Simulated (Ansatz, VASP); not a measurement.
## One calculation of H4PbN2, two programs

```
Pb N H
1.0
     9.52000    0.00000    0.00000
     0.00000   11.48000    0.00000
     0.00000    0.00000   14.07000
Pb N H
1 2 4
Cartesian
  4.8365 4.5000 7.0479
  4.5000 5.9815 8.5845
  4.6035 6.9850 8.4438
  4.5811 5.7598 9.5748
  5.0168 5.9816 5.4848
  4.9462 5.7338 4.5000
  4.7890 6.9658 5.6128
```

Alike in both runs: task single point; functional PBE; k mesh 1 × 1 × 1; occupations gaussian, width 0.01 eV; non-collinear spin, spin-orbit coupling.

|  | VASP | Ansatz |
| --- | --- | --- |
| version | VASP 6.6.1 | Ansatz 0.2.0 |
| potentials or method | VASP PAW PBE potentials, release 64 (Pb_d, N, H), cutoff 520 eV | plane waves, PAW |
| valence electrons in the cell | 28 | 28 |

Ansatz gave:

| Property | Result |
| --- | --- |
| rms of the force components (eV/Å) | 0.077 |

What did VASP give for the same quantities?

rms of the force components (eV/Å): 0.062.

With one functional, cell and mesh, what is left measures potentials, basis and numerics. Ansatz's warnings: xc potential rough in thin density.
